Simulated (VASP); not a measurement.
A run of VASP 6.6.1:

INCAR

```
ALGO = Normal
EDIFF = 1E-7
ENCUT = 520
GGA = PS
ISIF = 2
ISMEAR = -1
LASPH = T
LCHARG = T
LELF = T
LREAL = F
LVHAR = T
LWAVE = F
NBANDS = 27
NELM = 60
PREC = Accurate
SIGMA = 0.02
```

Contents of KPOINTS:

```
k-points
0
Gamma
  7 7 6
```

File POSCAR:

```
InSe
1.0
    5.8987276766     -2.1430185402     -0.0571935402
    5.8370776766      1.9669814598     -0.1188435402
   -1.6642705423     -0.0408636106      4.3476476418
In Se
2 2
Direct
    0.8840000000      0.8840000000      0.0050000000
    0.1160000000      0.1160000000      0.9950000000
    0.6600000000      0.6600000000      0.6420000000
    0.3400000000      0.3400000000      0.3580000000
```

Potentials or basis: VASP PAW PBE potentials, release 64 (In_d, Se).

Command:

```bash
$ cat potpaw_PBE.64/In_d/POTCAR potpaw_PBE.64/Se/POTCAR > POTCAR
$ mpirun -np 1 vasp_std > vasp.out
```

Hardware: 1 thread of Intel(R) Xeon(R) 6975P-C (Granite Rapids), with other jobs on the host.

Estimate the wall time of this run.

Run time: 3.8 min on 1 thread of Intel(R) Xeon(R) 6975P-C (Granite Rapids) (shared host), peak memory 0.52 GiB. Counts: scf iterations 14, k points 148.
